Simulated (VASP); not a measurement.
# Si (Fd-3m) in VASP: a series of runs

Si is run at these levels: PBE, HSE06; tasks: single point.

Everything below comes from runs of VASP 6.6.1. Logs are shortened: lines on timing, memory, paths and dates and some standing lists are left out, and cuts for length are marked.

## (1) The cell of the first run

The structure is cubic, space group Fd-3m (No. 227). The conventional cell has a = 5.456 Å, b = 5.456 Å, c = 5.456 Å, α = 90.00°, β = 90.00°, γ = 90.00°. Within 3.1 Å of Si (site symmetry -43m) lie 4 Si at 2.36 Å.

## (2) Single point, PBE (20.30 Å³/atom)

INCAR reads:

```
ALGO = Normal ; EDIFF = 1E-6
ENCUT = 520 ; GGA = PE
ISIF = 2 ; ISMEAR = 0
LASPH = T ; LCHARG = F
LREAL = F ; LWAVE = F
NBANDS = 11 ; NELM = 80
PREC = Accurate ; SIGMA = 0.05
```

KPOINTS reads:

```
k-points
0
Gamma
  6 6 6
```

POSCAR reads:

```
Si
1.0
    0.0000000000      2.7278276331      2.7278276331
    2.7278276331      0.0000000000      2.7278276331
    2.7278276331      2.7278276331      0.0000000000
Si
2
Direct
    0.5000000000      0.5000000000      0.5000000000
    0.7500000000      0.7500000000      0.7500000000
```

Potentials or basis: VASP PAW PBE potentials, release 64 (Si).

Launch:

```bash
$ cat potpaw_PBE.64/Si/POTCAR > POTCAR
$ mpirun -np 1 vasp_std > vasp.out
```

OUTCAR:

```text
EDIFF = 1E-6
   ENCUT = 520
   GGA = PE
   ISIF = 2
   ISMEAR = 0
   LASPH = T
   LREAL = F
   NELM = 80
   PREC = Accurate

 ion  position               nearest neighbor table
   1  0.500  0.500  0.500-   2 2.36   2 2.36   2 2.36   2 2.36
   2  0.750  0.750  0.750-   1 2.36   1 2.36   1 2.36   1 2.36

  LATTYP: Found a face centered cubic cell.
 ALAT       =     5.4556552662

  Lattice vectors:

 A1 = (   0.0000000000,   2.7278276331,   2.7278276331)
 A2 = (   2.7278276331,   0.0000000000,   2.7278276331)
 A3 = (   2.7278276331,   2.7278276331,   0.0000000000)

Analysis of symmetry for initial positions (statically):
=====================================================================
 Subroutine PRICEL returns:
 Original cell was already a primitive cell.

 Routine SETGRP: Setting up the symmetry group for a
 face centered cubic supercell.

 Subroutine GETGRP returns: Found 48 space group operations
 (whereof 24 operations were pure point group operations)
 out of a pool of 48 trial point group operations.

The static configuration has the point symmetry T_d .
 The point group associated with its full space group is O_h .

Analysis of symmetry for dynamics (positions and initial velocities):
=====================================================================
 Subroutine PRICEL returns:
 Original cell was already a primitive cell.

 Routine SETGRP: Setting up the symmetry group for a
 face centered cubic supercell.

 Subroutine GETGRP returns: Found 48 space group operations
 (whereof 24 operations were pure point group operations)
 out of a pool of 48 trial point group operations.

The dynamic configuration has the point symmetry T_d .
 The point group associated with its full space group is O_h .

 Subroutine INISYM returns: Found 48 space group operations
 (whereof 24 operations are pure point group operations),
 and found     1 'primitive' translations

----------------------------------------------------------------------------------------

                                     Primitive cell

  volume of cell :      40.5958

  direct lattice vectors                    reciprocal lattice vectors
     0.000000000  2.727827633  2.727827633    -0.183296039  0.183296039  0.183296039
     2.727827633  0.000000000  2.727827633     0.183296039 -0.183296039  0.183296039
     2.727827633  2.727827633  0.000000000     0.183296039  0.183296039 -0.183296039

  length of vectors
     3.857730835  3.857730835  3.857730835     0.317478052  0.317478052  0.317478052

  position of ions in fractional coordinates (direct lattice)
     0.500000000  0.500000000  0.500000000
[... 79 lines left out ...]
   PSTRESS=    0.0 pullay stress
   NELECT =       8.0000    total number of electrons
   NUPDOWN=      -1.0000    fix difference up-down
   EMIN   =  10.00;   EMAX   =-10.00  energy-range for DOS
   EFERMI =   0.00;   METHOD = LEGACY
   ISMEAR =     0;   SIGMA  =   0.05  broadening in eV -4-tet -1-fermi 0-gaus
   EFERMI_NEDOS =   21; number of points for ismear=-14 and -15
   IALGO  =     38    algorithm
   IMIX   =      4    mixing-type and parameters
     AMIX     =   0.40;   BMIX     =  1.00
     AMIX_MAG =   1.60;   BMIX_MAG =  1.00
  volume/ion in A,a.u.               =      20.30       136.98
  Fermi-wavevector in a.u.,A,eV,Ry     =   0.952675  1.800294 12.348496  0.907589
  Thomas-Fermi vector in A             =   2.081259
   LORBIT       =      0    0 simple, 1 ext, 2 COOP (PROOUT), +10 PAW based schemes
   GGA     = PE    functional components
   LHFCALC =     F    Hartree Fock is set to
   AEXX    =    0.0000 exact exchange contribution
   IVDW    =     0    specifies the selected vdW correction
   LEPSILON=     F    determine dielectric tensor
   LRPA    =     F    only Hartree local field effects (RPA)
 non-spin polarized calculation
 Gauss-broadening in eV      SIGMA  =   0.05
  energy-cutoff  :      520.00
  volume of cell :       40.60
 maximum number of plane-waves:      1113
 NGX is ok and might be reduce to    30
   NGX = 15   NGY = 15   NGZ = 15

 number of electron       8.0000001 magnetization

 Free energy of the ion-electron system (eV)
  ---------------------------------------------------
  ext. energy  EPLUGINS =         0.00000000
  ---------------------------------------------------
  free energy    TOTEN  =       -10.82563788 eV

  energy without entropy =      -10.82563788  energy(sigma->0) =      -10.82563788

 E-fermi :   5.9520     XC(G=0):  -9.3507

 val. band max:        5.6953982687   @ k =   0.0000   0.0000   0.0000
 cond. band min:       6.4299798115   @ k =   0.5000   0.5000   0.0000
 fundamental gap:      0.7345815428
 Fermi energy:         5.9520323022

 k-point     1 :       0.0000    0.0000    0.0000
  band No.  band energies     occupation
      1      -6.1694      2.00000
      2       5.6954      2.00000
      3       5.6954      2.00000
      4       5.6954      2.00000
      5       8.2522      0.00000
      6       8.2522      0.00000
      7       8.2522      0.00000
      8       8.9117      0.00000
      9      13.4045      0.00000
     10      13.4045      0.00000
     11      13.6001      0.00000
[... 197 lines left out ...]
 k-point    16 :      -0.3333    0.5000    0.1667
  band No.  band energies     occupation
      1      -1.9589      2.00000
      2      -1.9589      2.00000
      3       2.1055      2.00000
      4       2.1055      2.00000
      5       8.4439      0.00000
      6       8.4439      0.00000
      7      12.4080      0.00000
      8      12.4080      0.00000
      9      16.1868      0.00000
     10      16.1868      0.00000
     11      18.5436      0.00000

------------------------ aborting loop because EDIFF is reached ----------------------------------------

  FORCE on cell =-STRESS in cart. coord.  units (eV):
  Direction    XX          YY          ZZ          XY          YZ          ZX
  --------------------------------------------------------------------------------------
  -------------------------------------------------------------------------------------
  Total        0.1805045      0.1805045      0.1805045      0.0000000      0.0000000     -0.0000000
  in kB        7.1238989      7.1238989      7.1238989      0.0000000      0.0000000     -0.0000000
  external PRESSURE =       7.1238989 kB  Pullay stress =       0.0000000 kB

 VOLUME and BASIS-vectors are now :
 -----------------------------------------------------------------------------
  energy-cutoff  :      520.00
  volume of cell :       40.60
      direct lattice vectors                 reciprocal lattice vectors
     0.000000000  2.727827633  2.727827633    -0.183296039  0.183296039  0.183296039
     2.727827633  0.000000000  2.727827633     0.183296039 -0.183296039  0.183296039
     2.727827633  2.727827633  0.000000000     0.183296039  0.183296039 -0.183296039

 POSITION                                       TOTAL-FORCE (eV/Angst)
 -----------------------------------------------------------------------------------
      2.72783      2.72783      2.72783        -0.000000     -0.000000     -0.000000
      4.09174      4.09174      4.09174         0.000000      0.000000      0.000000
 -----------------------------------------------------------------------------------
    total drift:                                0.000000     -0.000000     -0.000000

  FREE ENERGIE OF THE ION-ELECTRON SYSTEM (eV)
  ---------------------------------------------------
  free  energy   TOTEN  =       -10.8256378776 eV

  energy  without entropy=      -10.8256378776  energy(sigma->0) =      -10.82563788
```

OSZICAR:

```text
N       E                     dE             d eps       ncg     rms          rms(c)
DAV:   1     0.955784744677E+01    0.95578E+01   -0.34335E+03   352   0.592E+02
DAV:   2    -0.103858028589E+02   -0.19944E+02   -0.19128E+02   456   0.877E+01
DAV:   3    -0.109963697302E+02   -0.61057E+00   -0.60865E+00   457   0.136E+01
DAV:   4    -0.110016484122E+02   -0.52787E-02   -0.52777E-02   408   0.157E+00
DAV:   5    -0.110017049185E+02   -0.56506E-04   -0.56505E-04   462   0.158E-01    0.481E+00
DAV:   6    -0.108801220657E+02    0.12158E+00   -0.67825E-02   391   0.108E+00    0.293E+00
DAV:   7    -0.108240337580E+02    0.56088E-01   -0.13266E-01   403   0.162E+00    0.174E-01
DAV:   8    -0.108253898810E+02   -0.13561E-02   -0.59777E-03   406   0.416E-01    0.808E-02
DAV:   9    -0.108256111244E+02   -0.22124E-03   -0.21098E-04   439   0.881E-02    0.587E-02
DAV:  10    -0.108256371348E+02   -0.26010E-04   -0.22339E-05   408   0.273E-02    0.523E-03
DAV:  11    -0.108256378776E+02   -0.74286E-06   -0.21471E-06   455   0.764E-03
   1 F= -.10825638E+02 E0= -.10825638E+02  d E =-.141850E-14
```

stdout:

```text
POSCAR found type information on POSCAR Si
 POSCAR found :  1 types and       2 ions
 scaLAPACK will be used
 LDA part: xc-table for (Slater+PW92), standard interpolation
 POSCAR, INCAR and KPOINTS ok, starting setup
 FFT: planning ... GRIDC
 FFT: planning ... GRID_SOFT
 FFT: planning ... GRID
 WAVECAR not read
 entering main loop
```

It took 12 s on 1 thread of Intel Xeon 8259CL, shared host; peak memory 0.15 GiB.

What came out:

```yaml
Free_energy: -10.8256 eV
Pressure: 0.7 GPa
Band_gap_on_the_k_mesh: 0.73 eV (least direct gap 2.56 eV)
```

## (3) Single point, PBE (20.48 Å³/atom)

This run uses another cell than the first one, of 20.48 Å³/atom.

INCAR reads:

```
ALGO = Normal
EDIFF = 1E-6
ENCUT = 520
GGA = PE
ISIF = 2
ISMEAR = 0
LASPH = T
LCHARG = F
LREAL = F
LWAVE = F
NBANDS = 11
NELM = 60
PREC = Accurate
SIGMA = 0.05
```

KPOINTS is that of step 2.

POSCAR reads:

```
Si
1.0
    0.0000000000      2.7357621204      2.7357621204
    2.7357621204      0.0000000000      2.7357621204
    2.7357621204      2.7357621204      0.0000000000
Si
2
Direct
    0.5000000000      0.5000000000      0.5000000000
    0.7500000000      0.7500000000      0.7500000000
```

Potentials or basis: VASP PAW PBE potentials, release 64 (Si).

Launch:

```bash
$ cat potpaw_PBE.64/Si/POTCAR > POTCAR
$ mpirun -np 1 vasp_std > vasp.out
```

OUTCAR:

```text
EDIFF = 1E-6
   ENCUT = 520
   GGA = PE
   ISIF = 2
   ISMEAR = 0
   LASPH = T
   LREAL = F
   NELM = 60
   PREC = Accurate

 ion  position               nearest neighbor table
   1  0.500  0.500  0.500-   2 2.37   2 2.37   2 2.37   2 2.37
   2  0.750  0.750  0.750-   1 2.37   1 2.37   1 2.37   1 2.37

  LATTYP: Found a face centered cubic cell.
 ALAT       =     5.4715242408

  Lattice vectors:

 A1 = (   0.0000000000,   2.7357621204,   2.7357621204)
[... 402 lines left out ...]
------------------------ aborting loop because EDIFF is reached ----------------------------------------

  FORCE on cell =-STRESS in cart. coord.  units (eV):
  Direction    XX          YY          ZZ          XY          YZ          ZX
  --------------------------------------------------------------------------------------
  -------------------------------------------------------------------------------------
  Total       -0.0198124     -0.0198124     -0.0198124      0.0000000     -0.0000000      0.0000000
  in kB       -0.7751430     -0.7751430     -0.7751430      0.0000000     -0.0000000      0.0000000
  external PRESSURE =      -0.7751430 kB  Pullay stress =       0.0000000 kB

 VOLUME and BASIS-vectors are now :
 -----------------------------------------------------------------------------
  energy-cutoff  :      520.00
  volume of cell :       40.95
      direct lattice vectors                 reciprocal lattice vectors
     0.000000000  2.735762120  2.735762120    -0.182764428  0.182764428  0.182764428
     2.735762120  0.000000000  2.735762120     0.182764428 -0.182764428  0.182764428
     2.735762120  2.735762120  0.000000000     0.182764428  0.182764428 -0.182764428

 POSITION                                       TOTAL-FORCE (eV/Angst)
 -----------------------------------------------------------------------------------
      2.73576      2.73576      2.73576         0.000000      0.000000      0.000000
      4.10364      4.10364      4.10364        -0.000000     -0.000000     -0.000000
 -----------------------------------------------------------------------------------
    total drift:                                0.000000     -0.000000     -0.000000

  FREE ENERGIE OF THE ION-ELECTRON SYSTEM (eV)
  ---------------------------------------------------
  free  energy   TOTEN  =       -10.8263409395 eV

  energy  without entropy=      -10.8263409395  energy(sigma->0) =      -10.82634094
```

OSZICAR:

```text
N       E                     dE             d eps       ncg     rms          rms(c)
DAV:   1     0.801655086088E+01    0.80166E+01   -0.31080E+03   352   0.578E+02
DAV:   2    -0.104318050569E+02   -0.18448E+02   -0.17720E+02   451   0.873E+01
DAV:   3    -0.109937497586E+02   -0.56194E+00   -0.55955E+00   455   0.131E+01
DAV:   4    -0.109973745501E+02   -0.36248E-02   -0.36243E-02   447   0.129E+00
DAV:   5    -0.109974100732E+02   -0.35523E-04   -0.35523E-04   417   0.118E-01    0.476E+00
DAV:   6    -0.108794869182E+02    0.11792E+00   -0.65344E-02   403   0.105E+00    0.290E+00
DAV:   7    -0.108247270914E+02    0.54760E-01   -0.12868E-01   394   0.160E+00    0.168E-01
DAV:   8    -0.108260890034E+02   -0.13619E-02   -0.58213E-03   425   0.410E-01    0.799E-02
DAV:   9    -0.108263149546E+02   -0.22595E-03   -0.21801E-04   439   0.889E-02    0.579E-02
DAV:  10    -0.108263400726E+02   -0.25118E-04   -0.21298E-05   411   0.268E-02    0.488E-03
DAV:  11    -0.108263409395E+02   -0.86687E-06   -0.22004E-06   439   0.772E-03
   1 F= -.10826341E+02 E0= -.10826341E+02  d E =-.399125E-15
```

stdout:

```text
POSCAR found type information on POSCAR Si
 POSCAR found :  1 types and       2 ions
 scaLAPACK will be used
 LDA part: xc-table for (Slater+PW92), standard interpolation
 POSCAR, INCAR and KPOINTS ok, starting setup
 FFT: planning ... GRIDC
 FFT: planning ... GRID_SOFT
 FFT: planning ... GRID
 WAVECAR not read
 entering main loop
```

It took 10 s on 1 thread of Intel Xeon 8259CL, shared host; peak memory 0.15 GiB.

What came out:

| Item | Value |
| --- | --- |
| Free energy | -10.8263 eV |
| Pressure | -0.1 GPa |
| Band gap on the k mesh | 0.75 eV (least direct gap 2.55 eV) |

Levels at points of the mesh, in eV from the valence-band top:
```
           k point  band 1  band 2  band 3  band 4  band 5  band 6  band 7  band 8  band 9
(0.00, 0.00, 0.00)  -11.81    0.00    0.00    0.00    2.55    2.55    2.55    3.12    7.70
(0.50, 0.00, 0.00)   -9.53   -6.86   -1.18   -1.18    1.46    3.35    3.35    7.70   10.49
(0.50, 0.50, 0.00)   -7.74   -7.74   -2.79   -2.79    0.75    0.75    9.92    9.92   10.90
```

A k mesh can miss the band edges.

[end of part 1 of 2]
